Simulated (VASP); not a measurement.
Write the native input for VASP 6.6.1 that does the following.

| Quantity | Value |
| --- | --- |
| Task | single point |
| Functional | PBE |
| Potentials or basis | VASP PAW PBE potentials, release 64 (Ag, Rh_pv) |
| Cutoff | 520 eV |
| k mesh | 14 × 14 × 7 |
| Occupations | fermi-dirac, width 0.05 eV |
| Spin | no spin polarisation |
| Dipole correction | no |
| Further INCAR settings | ALGO = Normal; EDIFF = 1e-06; NBANDS = 20 |

The structure of AgRh lies in POSCAR:

```
AgRh
1.0
    2.4183315232      0.0000000000      0.0000000000
   -1.2091657616      2.0943365338      0.0000000000
    0.0000000000      0.0000000000      4.1866514985
Ag Rh
1 1
Direct
    0.0000000000      0.0000000000      0.5000000000
    0.6666666667      0.3333333333      0.0000000000
```

This cell differs from its parent crystal: volume scaled by 0.66.

These files were run (other wordings do the same):

INCAR

```
SYSTEM = AgRh
  PREC = Accurate
  ENCUT = 520
  EDIFF = 1E-6
  ISMEAR = -1
  SIGMA = 0.05
  LREAL = .False.
  LASPH = .True.
  NELM = 60
  ALGO = Normal
  ISIF = 2
  LWAVE = .False.
  LCHARG = .True.
  GGA = PE
  LELF = .True.
  LVHAR = .True.
  NBANDS = 20
```

KPOINTS

```
Automatic mesh
0
Gamma
  14 14 7
  0 0 0
```

Potentials or basis: VASP PAW PBE potentials, release 64 (Ag, Rh_pv).

Run with:

```bash
$ cat potpaw_PBE.64/Ag/POTCAR potpaw_PBE.64/Rh_pv/POTCAR > POTCAR
$ mpirun -np 1 vasp_std > vasp.out
```

Results of the run:

| Quantity | Value |
| --- | --- |
| Pressure | 182.5 GPa |
| Band gap on the k mesh | zero (band 13 reaches 18.96 eV, above the bottom of band 14 at 16.37 eV) |

It took 17 s on 1 thread of Intel(R) Xeon(R) 6975P-C (Granite Rapids) (shared host), peak memory 0.16 GiB.
